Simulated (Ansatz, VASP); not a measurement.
One calculation of SiO2, two programs

Contents of INCAR:

```
ALGO     = Normal         # electronic algorithm
EDIFF    = 1E-7           # SCF threshold, eV
EDIFFG   = -0.02          # ionic threshold
ENCUT    = 520            # plane-wave cutoff, eV
GGA      = PE             # functional
IBRION   = 2              # ionic algorithm
ISIF     = 2              # what is computed and relaxed
ISMEAR   = -1             # smearing method
LASPH    = True           # aspherical terms in the spheres
LCHARG   = False          # write CHGCAR
LREAL    = False          # projectors in reciprocal space
LWAVE    = False          # write WAVECAR
NELM     = 60             # most SCF steps
NSW      = 80             # ionic steps
PREC     = Accurate       # precision mode
SIGMA    = 0.02           # smearing width, eV
```

Contents of KPOINTS:

```
k-points
0
Gamma
  5 5 4
```

The input POSCAR:

```
SiO2
1.0
    4.9501000000      0.0000000000      0.0000000000
    0.0000000000      4.9501000000      0.0000000000
    0.0000000000      0.0000000000      6.8760000000
Si O
4 8
Direct
    0.3027000000      0.3027000000      0.0000000000
    0.1973000000      0.8027000000      0.2500000000
    0.6973000000      0.6973000000      0.5000000000
    0.8027000000      0.1973000000      0.7500000000
    0.2388000000      0.1086000000      0.1817000000
    0.3914000000      0.7388000000      0.4317000000
    0.7612000000      0.8914000000      0.6817000000
    0.6086000000      0.2612000000      0.9317000000
    0.7388000000      0.3914000000      0.5683000000
    0.8914000000      0.7612000000      0.3183000000
    0.2612000000      0.6086000000      0.0683000000
    0.1086000000      0.2388000000      0.8183000000
```

Input for Ansatz:

```yaml
crystal:
  lattice:
    - [4.9501, 0.0, 0.0]
    - [0.0, 4.9501, 0.0]
    - [0.0, 0.0, 6.876]
  atoms:
    - { symbol: Si, position: [0.3027, 0.3027, 0.0] }
    - { symbol: Si, position: [0.1973, 0.8027, 0.25] }
    - { symbol: Si, position: [0.6973, 0.6973, 0.5] }
    - { symbol: Si, position: [0.8027, 0.1973, 0.75] }
    - { symbol: O, position: [0.2388, 0.1086, 0.1817] }
    - { symbol: O, position: [0.3914, 0.7388, 0.4317] }
    - { symbol: O, position: [0.7612, 0.8914, 0.6817] }
    - { symbol: O, position: [0.6086, 0.2612, 0.9317] }
    - { symbol: O, position: [0.7388, 0.3914, 0.5683] }
    - { symbol: O, position: [0.8914, 0.7612, 0.3183] }
    - { symbol: O, position: [0.2612, 0.6086, 0.0683] }
    - { symbol: O, position: [0.1086, 0.2388, 0.8183] }
kpoints:
  mp_grid: { grid: [5, 5, 4] }
scf:
  occupations: { method: fermi_dirac, width: 0.02 }
hamiltonian:
  xc: pbe
  pseudopotentials: { kind: paw, frozen_core: stored }
output:
  forces: true
  stress: true
  populations: true
  efg: { quadrupole_moments_barn: { O: -0.02558 } }
relax:
  f_tol: 0.02
  max_steps: 60
```

Alike in both runs: task relaxation of the atoms; functional PBE; k mesh 5 × 5 × 4; occupations fermi-dirac, width 0.02 eV; no spin polarisation.

|  | VASP | Ansatz |
| --- | --- | --- |
| version | VASP 6.6.1 | Ansatz 0.2.0 |
| potentials or method | VASP PAW PBE potentials, release 64 (Si, O) | plane-wave PAW, scalar-relativistic |
| plane-wave cutoff (eV) | 520 | 420 |
| valence electrons in the cell | 64 | 64 |

Ansatz gave:

| Quantity | Value |
| --- | --- |
| gap on the k mesh at the Fermi level, each at its own relaxed structure (eV) | 5.65 |

What did VASP give for the same quantities?

gap on the k mesh at the Fermi level, each at its own relaxed structure (eV): 5.64.

Ansatz's warnings: stress scf threshold loose.
